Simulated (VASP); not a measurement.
Input of a VASP 6.6.1 run:

Contents of INCAR:

```
SYSTEM = Sr
PREC = Accurate ; ENCUT = 500
EDIFF = 1E-6 ; ISMEAR = 0
SIGMA = 0.1 ; LREAL = .False.
LASPH = .True. ; NELM = 200
ALGO = Normal ; ISIF = 2
LWAVE = .False. ; LCHARG = .True.
ISPIN = 2 ; MAGMOM = 0.1
LORBIT = 11 ; GGA = PE
LELF = .True. ; LVHAR = .True.
NBANDS = 15 ; GGA_COMPAT = .False.
```

File KPOINTS:

```
regular mesh
0
Gamma
  4 4 4
  0 0 0
```

Contents of POSCAR:

```
Sr
1.0
   -2.4250000000      2.4250000000      2.4250000000
    2.4250000000     -2.4250000000      2.4250000000
    2.4250000000      2.4250000000     -2.4250000000
Sr
1
Direct
    0.0000000000      0.0000000000      0.0000000000
```

Potentials or basis: VASP PAW PBE potentials, release 64 (Sr_sv).

The run is started by

```bash
$ cat potpaw_PBE.64/Sr_sv/POTCAR > POTCAR
$ mpirun -np 1 vasp_std > vasp.out
```

Problem. What does it give for the band gap on the k mesh?

Solution. Zero (filled and empty bands overlap).

Problem. Predict the net moment.

Solution. -0.02 μB per cell.

Caveat: the k points lie up to 0.46 Å⁻¹ apart.
